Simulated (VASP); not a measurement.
## InP: relaxation of the atoms with PBE

The system is InP.

```
In P
1.0
     0.00000    2.89469    2.89469
     2.89469    0.00000    2.89469
     2.89469    2.89469    0.00000
In P
1 1
Direct
  0.00000 0.00000 0.00000
  0.25000 0.25000 0.25000
```

This cell differs from its parent crystal: volume scaled by 0.96.

- Program: VASP 6.6.1
- Task: relaxation of the atoms
- Functional: PBE
- Potentials or basis: VASP PAW PBE potentials, release 64 (In_d, P)
- Cutoff: 520 eV
- k mesh: 13 × 13 × 13
- Occupations: fermi-dirac, width 0.02 eV
- Spin: no spin polarisation
- Dipole correction: no
- Further INCAR settings: ALGO = Normal; EDIFF = 1e-06; IBRION = 2; EDIFFG = -0.02; NSW = 80

The pressure after relaxing is 6.2 GPa. The band gap on the k mesh is 0.91 eV, direct.

Final structure:
```cif
data_structure
_symmetry_space_group_name_H-M 'P 1'
_symmetry_Int_Tables_number 1
_cell_length_a 4.0937
_cell_length_b 4.0937
_cell_length_c 4.0937
_cell_angle_alpha 60.000
_cell_angle_beta 60.000
_cell_angle_gamma 60.000
_cell_volume 48.51
loop_
_atom_site_label
_atom_site_type_symbol
_atom_site_fract_x
_atom_site_fract_y
_atom_site_fract_z
_atom_site_occupancy
In1 In 0.00000 0.00000 0.00000 1
P1 P 0.25000 0.25000 0.25000 1
```

Levels at points of the mesh, in eV from the valence-band top:
| k point | band 5 | band 6 | band 7 | band 8 | band 9 | band 10 | band 11 | band 12 | band 13 |
| --- | --- | --- | --- | --- | --- | --- | --- | --- | --- |
| (0.00, 0.00, 0.00) | -14.09 | -11.78 | 0.00 | 0.00 | 0.00 | 0.91 | 4.09 | 4.09 | 4.09 |

Wall time 43 s on 1 thread of Oxide Virtual Turin-like Processor (shared host), peak memory 0.17 GiB.

Caveat: the relaxation stopped at its first step, so nothing moved; spin-orbit coupling is left out, which moves the levels of the heavy elements.
